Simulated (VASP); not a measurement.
Input of a VASP 6.6.1 run:

Contents of INCAR:

```
SYSTEM = ZnO
PREC = Accurate ; ENCUT = 600
EDIFF = 1E-6 ; ISMEAR = 0
SIGMA = 0.05 ; LREAL = .False.
LASPH = .True. ; NELM = 120
ALGO = Normal ; ISIF = 2
LWAVE = .False. ; LCHARG = .False.
GGA = PE ; ISYM = 0
NBANDS = 26 ; GGA_COMPAT = .False.
```

The input KPOINTS:

```
regular mesh
0
Gamma
  12 12 8
  0 0 0
```

The input POSCAR:

```
ZnO
1.0
    3.2794401034      0.0000000000      0.0000000000
   -1.6397200517      2.8400784397      0.0000000000
    0.0000000000      0.0000000000      5.2934578245
Zn O
2 2
Direct
    0.3333333333      0.6666666667      0.0015089686
    0.6666666667      0.3333333333      0.5015089686
    0.3333333333      0.6666666667      0.3805910314
    0.6666666667      0.3333333333      0.8805910314
```

Potentials or basis: VASP PAW PBE potentials, release 64 (Zn, O).

Run with:

```bash
$ cat potpaw_PBE.64/Zn/POTCAR potpaw_PBE.64/O/POTCAR > POTCAR
$ mpirun -np 1 vasp_std > vasp.out
```

(1) Predict the pressure.

(2) What does it give for the band gap on the k mesh?

## Answers

(1) 0.7 GPa.

(2) 0.73 eV.

Caveat: semilocal functionals underestimate gaps, and a narrow one can read as zero.

**Measured values to compare with.**

“Electronic structure of alkaline earth and post-transition metal oxides”, 2009, arxiv:0908.1581 quotes, for a bulk crystal of ZnO: band gap 3.37 eV.

Against the measured gap of ZnO, 3.37 eV (quoted in “Electronic structure of alkaline earth and post-transition metal oxides”, 2009, arxiv:0908.1581), the calculated 0.73 eV is off by -2.64 eV. So large a miss can be the level of theory's own, or it may mean another phase, state or a wrong row. The value is that of PBE on a finite k mesh, which can miss the band edges, without temperature or zero-point motion. Semilocal functionals fall short of measured gaps as a rule.
